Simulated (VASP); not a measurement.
# SiMo3 (Pm-3n) in VASP: notebook, part 2 of 2

VASP 6.6.1. The steps go on from the part before.

### 5 Single point, PBE (volume scaled by 0.97)

INCAR

```
PREC     = Accurate       # precision mode
ENCUT    = 520            # plane-wave cutoff, eV
EDIFF    = 1E-6           # SCF threshold, eV
ISMEAR   = 0              # smearing method
SIGMA    = 0.1            # smearing width, eV
LREAL    = False          # projectors in reciprocal space
LASPH    = True           # aspherical terms in the spheres
NELM     = 60             # most SCF steps
ALGO     = Fast           # electronic algorithm
ISIF     = 2              # what is computed and relaxed
LWAVE    = False          # write WAVECAR
LCHARG   = True           # write CHGCAR
GGA      = PE             # functional
LELF     = True           # ELF
LVHAR    = True         
NBANDS   = 56             # bands
```

KPOINTS

```
regular mesh
0
Gamma
  8 8 8
```

POSCAR

```
SiMo3
1.0
    4.8568899923      0.0000000000      0.0000000000
    0.0000000000      4.8568899923      0.0000000000
    0.0000000000      0.0000000000      4.8568899923
Si Mo
2 6
Direct
    0.0000000000      0.0000000000      0.0000000000
    0.5000000000      0.5000000000      0.5000000000
    0.2500000000      0.0000000000      0.5000000000
    0.5000000000      0.7500000000      0.0000000000
    0.7500000000      0.0000000000      0.5000000000
    0.5000000000      0.2500000000      0.0000000000
    0.0000000000      0.5000000000      0.7500000000
    0.0000000000      0.5000000000      0.2500000000
```

Potentials or basis: VASP PAW PBE potentials, release 64 (Si, Mo_sv).

On the command line:

```sh
cat potpaw_PBE.64/Si/POTCAR potpaw_PBE.64/Mo_sv/POTCAR > POTCAR
mpirun -np 1 vasp_std > vasp.out
```

OUTCAR:

```text
PREC = Accurate
   ENCUT = 520
   EDIFF = 1E-6
   ISMEAR = 0
   LREAL = False
   LASPH = True
   NELM = 60
   ISIF = 2
   GGA = PE

 ion  position               nearest neighbor table
   1  0.000  0.000  0.000-   3 2.72   4 2.72   5 2.72   6 2.72   7 2.72   8 2.72   3 2.72   5 2.72
                             7 2.72   8 2.72   4 2.72   6 2.72
   2  0.500  0.500  0.500-   3 2.72   4 2.72   5 2.72   6 2.72   7 2.72   8 2.72   4 2.72   6 2.72
                             3 2.72   5 2.72   7 2.72   8 2.72
   3  0.250  0.000  0.500-   5 2.43   5 2.43   1 2.72   1 2.72   2 2.72   2 2.72   8 2.97   4 2.97
                             4 2.97   6 2.97   6 2.97   7 2.97   8 2.97   7 2.97
   4  0.500  0.750  0.000-   6 2.43   6 2.43   1 2.72   2 2.72   2 2.72   1 2.72   8 2.97   5 2.97
                             3 2.97   5 2.97   3 2.97   7 2.97   7 2.97   8 2.97
   5  0.750  0.000  0.500-   3 2.43   3 2.43   1 2.72   1 2.72   2 2.72   2 2.72   8 2.97   4 2.97
                             4 2.97   6 2.97   6 2.97   7 2.97   8 2.97   7 2.97
   6  0.500  0.250  0.000-   4 2.43   4 2.43   1 2.72   2 2.72   2 2.72   1 2.72   8 2.97   3 2.97
                             3 2.97   5 2.97   5 2.97   7 2.97   7 2.97   8 2.97
   7  0.000  0.500  0.750-   8 2.43   8 2.43   1 2.72   2 2.72   1 2.72   2 2.72   3 2.97   4 2.97
                             5 2.97   3 2.97   5 2.97   6 2.97   4 2.97   6 2.97
   8  0.000  0.500  0.250-   7 2.43   7 2.43   1 2.72   2 2.72   1 2.72   2 2.72   3 2.97   4 2.97
                             5 2.97   3 2.97   5 2.97   6 2.97   4 2.97   6 2.97

  LATTYP: Found a simple cubic cell.
 ALAT       =     4.8568899923

  Lattice vectors:

 A1 = (   4.8568899923,   0.0000000000,   0.0000000000)
 A2 = (   0.0000000000,   4.8568899923,   0.0000000000)
 A3 = (   0.0000000000,   0.0000000000,   4.8568899923)

Analysis of symmetry for initial positions (statically):
=====================================================================
 Subroutine PRICEL returns:
 Original cell was already a primitive cell.

 Routine SETGRP: Setting up the symmetry group for a
 simple cubic supercell.

 Subroutine GETGRP returns: Found 48 space group operations
 (whereof 24 operations were pure point group operations)
 out of a pool of 48 trial point group operations.

[... 153 lines left out ...]
   GGA     = PE    functional components
   LHFCALC =     F    Hartree Fock is set to
   AEXX    =    0.0000 exact exchange contribution
   IVDW    =     0    specifies the selected vdW correction
   LEPSILON=     F    determine dielectric tensor
   LRPA    =     F    only Hartree local field effects (RPA)
 non-spin polarized calculation
 RMM-DIIS sequential band-by-band and
 Gauss-broadening in eV      SIGMA  =   0.10
  energy-cutoff  :      520.00
  volume of cell :      114.57
 maximum number of plane-waves:      3136
   NGX = 19   NGY = 19   NGZ = 19

 number of electron      92.0000000 magnetization

 Free energy of the ion-electron system (eV)
  ---------------------------------------------------
  ext. energy  EPLUGINS =         0.00000000
  ---------------------------------------------------
  free energy    TOTEN  =       -78.89817125 eV

  energy without entropy =      -78.87681424  energy(sigma->0) =      -78.88749275

 E-fermi :  13.0893     XC(G=0): -13.2194

 val. band max:       13.0849545905   @ k =   0.3750   0.3750   0.0000
 cond. band min:      13.1091389563   @ k =   0.2500   0.1250   0.1250
 fundamental gap:      0.0241843658
 Fermi energy:        13.0893339386

 k-point     1 :       0.0000    0.0000    0.0000
  band No.  band energies     occupation
      1     -48.2036      2.00000
      2     -48.0777      2.00000
      3     -48.0777      2.00000
      4     -47.7243      2.00000
      5     -47.7243      2.00000
      6     -47.7243      2.00000
[... 1405 lines left out ...]
     55      15.3125      0.00000
     56      15.6935      0.00000

 [... further k-points ...]
[... 5 lines left out ...]
  --------------------------------------------------------------------------------------
  -------------------------------------------------------------------------------------
  Total        6.1814078      6.1814078      6.1814078      0.0000000      0.0000000      0.0000000
  in kB       86.4416756     86.4416756     86.4416756      0.0000000      0.0000000      0.0000000
  external PRESSURE =      86.4416756 kB  Pullay stress =       0.0000000 kB

 VOLUME and BASIS-vectors are now :
 -----------------------------------------------------------------------------
  energy-cutoff  :      520.00
  volume of cell :      114.57
      direct lattice vectors                 reciprocal lattice vectors
     4.856889992  0.000000000  0.000000000     0.205893072  0.000000000  0.000000000
     0.000000000  4.856889992  0.000000000     0.000000000  0.205893072  0.000000000
     0.000000000  0.000000000  4.856889992     0.000000000  0.000000000  0.205893072

 POSITION                                       TOTAL-FORCE (eV/Angst)
 -----------------------------------------------------------------------------------
      0.00000      0.00000      0.00000        -0.000000     -0.000000     -0.000000
      2.42844      2.42844      2.42844        -0.000000     -0.000000     -0.000000
      1.21422      0.00000      2.42844         0.000000      0.000000      0.000000
      2.42844      3.64267      0.00000         0.000000      0.000000      0.000000
      3.64267      0.00000      2.42844        -0.000000     -0.000000     -0.000000
      2.42844      1.21422      0.00000         0.000000     -0.000000     -0.000000
      0.00000      2.42844      3.64267        -0.000000      0.000000      0.000000
      0.00000      2.42844      1.21422        -0.000000     -0.000000     -0.000000
 -----------------------------------------------------------------------------------
    total drift:                                0.000000      0.000000     -0.000000

  FREE ENERGIE OF THE ION-ELECTRON SYSTEM (eV)
  ---------------------------------------------------
  free  energy   TOTEN  =       -78.8981712536 eV

  energy  without entropy=      -78.8768142396  energy(sigma->0) =      -78.88749275
```

OSZICAR:

```text
N       E                     dE             d eps       ncg     rms          rms(c)
DAV:   1     0.112181334585E+04    0.11218E+04   -0.56058E+04  3944   0.169E+03
DAV:   2    -0.328983812131E+02   -0.11547E+04   -0.11235E+04  4208   0.529E+02
DAV:   3    -0.818244083911E+02   -0.48926E+02   -0.47275E+02  5056   0.982E+01
DAV:   4    -0.828751072148E+02   -0.10507E+01   -0.10352E+01  4760   0.119E+01
DAV:   5    -0.828973236004E+02   -0.22216E-01   -0.22175E-01  4696   0.169E+00    0.450E+01
RMM:   6    -0.790671599093E+02    0.38302E+01   -0.11624E+01  3961   0.148E+01    0.147E+01
RMM:   7    -0.789622218987E+02    0.10494E+00   -0.44735E+00  4363   0.703E+00    0.246E+00
RMM:   8    -0.789091908862E+02    0.53031E-01   -0.81441E-01  4176   0.372E+00    0.213E+00
RMM:   9    -0.788942478616E+02    0.14943E-01   -0.15973E-01  4730   0.154E+00    0.415E-01
RMM:  10    -0.788990870316E+02   -0.48392E-02   -0.56621E-02  4973   0.605E-01    0.425E-01
RMM:  11    -0.788979278055E+02    0.11592E-02   -0.11534E-02  4628   0.422E-01    0.110E-01
RMM:  12    -0.788981251777E+02   -0.19737E-03   -0.25262E-03  5121   0.144E-01    0.491E-02
RMM:  13    -0.788981602156E+02   -0.35038E-04   -0.43773E-04  5297   0.603E-02    0.972E-03
RMM:  14    -0.788981698654E+02   -0.96497E-05   -0.92889E-05  5232   0.284E-02    0.211E-02
RMM:  15    -0.788981698824E+02   -0.17008E-07   -0.34683E-05  4349   0.187E-02    0.792E-03
RMM:  16    -0.788981711681E+02   -0.12858E-05   -0.92095E-06  3887   0.856E-03    0.226E-03
RMM:  17    -0.788981712536E+02   -0.85507E-07   -0.23436E-06  3104   0.387E-03
   1 F= -.78898171E+02 E0= -.78887493E+02  d E =-.213570E-01
```

Wall time 2.2 min (1 thread of AMD EPYC 9R45 (Zen 5), shared host); peak memory 0.28 GiB.

What came out:

```
Free energy            : -78.8982 eV
Pressure               : 8.6 GPa
Band gap on the k mesh : zero (band 46 reaches 14.36 eV, above the bottom of band 47 at 11.88 eV)
```

### 6 Single point, PBE (volume scaled by 1.03)

INCAR

```
PREC = Accurate
ENCUT = 520
EDIFF = 1E-6
ISMEAR = 0
SIGMA = 0.1
LREAL = False
LASPH = True
NELM = 60
ALGO = Fast
ISIF = 2
LWAVE = False
LCHARG = False
GGA = PE
NBANDS = 56
```

KPOINTS

```
Automatic mesh
0
Gamma
  8 8 8
```

POSCAR, as its differences from that of step 5:

```diff
@@ -2,5 +2,5 @@
 1.0
-    4.8568899923      0.0000000000      0.0000000000
-    0.0000000000      4.8568899923      0.0000000000
-    0.0000000000      0.0000000000      4.8568899923
+    4.9550354247      0.0000000000      0.0000000000
+    0.0000000000      4.9550354247      0.0000000000
+    0.0000000000      0.0000000000      4.9550354247
 Si Mo
```

Potentials or basis: VASP PAW PBE potentials, release 64 (Si, Mo_sv).

On the command line:

```sh
cat potpaw_PBE.64/Si/POTCAR potpaw_PBE.64/Mo_sv/POTCAR > POTCAR
mpirun -np 1 vasp_std > vasp.out
```

It took 2.8 min on 1 thread of AMD EPYC 9R45 (Zen 5), shared host; peak memory 0.31 GiB.

It converged, with:

| Quantity | Value |
| --- | --- |
| Free energy | -78.9302 eV |
| Pressure | -6.5 GPa |
| Band gap on the k mesh | zero (band 46 reaches 13.32 eV, above the bottom of band 47 at 10.95 eV) |

Levels at points of the mesh, in eV from the Fermi level:
| k point | band 44 | band 45 | band 46 | band 47 | band 48 | band 49 |
| --- | --- | --- | --- | --- | --- | --- |
| (0.00, 0.00, 0.00) | -1.50 | 1.17 | 1.17 | 1.17 | 1.81 | 2.21 |
| (0.50, 0.00, 0.00) | -1.68 | 0.18 | 0.18 | 0.89 | 0.89 | 1.42 |
| (0.50, 0.50, 0.00) | -0.87 | -0.87 | -0.80 | -0.65 | -0.45 | -0.15 |
| (0.50, 0.50, 0.50) | -1.20 | -1.20 | -1.20 | -1.20 | -1.20 | 1.19 |

### 7 Overview

```csv
cell,further INCAR settings,gap on the mesh (eV),pressure (GPa)
"a = 4.702 Å, 8 atoms",ALGO = Fast; EDIFF = 1e-06; NBANDS = 56,none,42.6
"a = 4.755 Å, 8 atoms",ALGO = Fast; EDIFF = 1e-07; NBANDS = 56,none,29.5
"a = 4.806 Å, 8 atoms",ALGO = Fast; EDIFF = 1e-06; NBANDS = 56,none,18.2
"a = 4.857 Å, 8 atoms",ALGO = Fast; EDIFF = 1e-06; NBANDS = 56,none,8.6
"a = 4.955 Å, 8 atoms",ALGO = Fast; EDIFF = 1e-06; NBANDS = 56,none,-6.5
```

Alike in all rows: task single point; level PBE; potentials or basis VASP PAW PBE potentials, release 64 (Si, Mo_sv); no spin polarisation; k mesh 8 × 8 × 8; cutoff (eV) 520; smearing gaussian 0.1 eV.

Absolute energies hang on the potentials; compare differences alone.
